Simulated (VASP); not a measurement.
Here is a VASP 6.6.1 calculation.

Contents of INCAR:

```
SYSTEM = BP
  PREC = Accurate
  ENCUT = 520
  EDIFF = 1E-6
  ISMEAR = -1
  SIGMA = 0.05
  LREAL = .False.
  LASPH = .True.
  NELM = 80
  ALGO = Normal
  ISIF = 2
  LWAVE = .False.
  LCHARG = .False.
  GGA = PE
  NBANDS = 11
```

File KPOINTS:

```
regular mesh
0
Gamma
  7 7 7
  0 0 0
```

Contents of POSCAR:

```
BP
1.0
    0.0000000000      2.2690000000      2.2916900000
    2.2690000000      0.0000000000      2.2916900000
    2.2690000000      2.2690000000      0.0000000000
B P
1 1
Direct
    0.0000000000      0.0000000000      0.0000000000
    0.2500000000      0.2500000000      0.2500000000
```

Potentials or basis: VASP PAW PBE potentials, release 64 (B, P).

Command:

```bash
$ cat potpaw_PBE.64/B/POTCAR potpaw_PBE.64/P/POTCAR > POTCAR
$ mpirun -np 1 vasp_std > vasp.out
```

(1) Estimate the band gap on the k mesh.

(2) Predict the pressure.

Answers

(1) 1.18 eV, indirect (least direct gap 3.33 eV).

(2) -0.7 GPa.
